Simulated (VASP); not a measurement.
Ge: single point with PBE

Crystal: Ge.

```
CELL_PARAMETERS angstrom
0.00000 2.83743 2.83743
2.83743 0.00000 2.83743
2.83743 2.83743 0.00000
ATOMIC_POSITIONS crystal
Ge 0.00000 0.00000 0.00000
Ge 0.25000 0.25000 0.25000
```

```
Program                : VASP 6.6.1
Task                   : single point
Functional             : PBE
Potentials or basis    : VASP PAW PBE potentials, release 64 (Ge_d)
Cutoff                 : 520 eV
k mesh                 : 11 × 11 × 11
Occupations            : fermi-dirac, width 0.05 eV
Spin                   : no spin polarisation
Dipole correction      : no
Further INCAR settings : ALGO = Normal; EDIFF = 1e-06; NBANDS = 21
```

```yaml
Pressure: 2.9 GPa
Band_gap_on_the_k_mesh: zero (filled and empty bands touch)
```

Levels at points of the mesh, in eV from the Fermi level:
```
           k point  band 11  band 12  band 13  band 14  band 15  band 16  band 17  band 18
(0.00, 0.00, 0.00)   -12.74    -0.08    -0.03    -0.03    -0.03     2.52     2.52     2.52
```

Wall time 31 s on 1 thread of Intel(R) Xeon(R) Platinum 8488C (Sapphire Rapids), with other jobs on the host, peak memory 0.19 GiB.
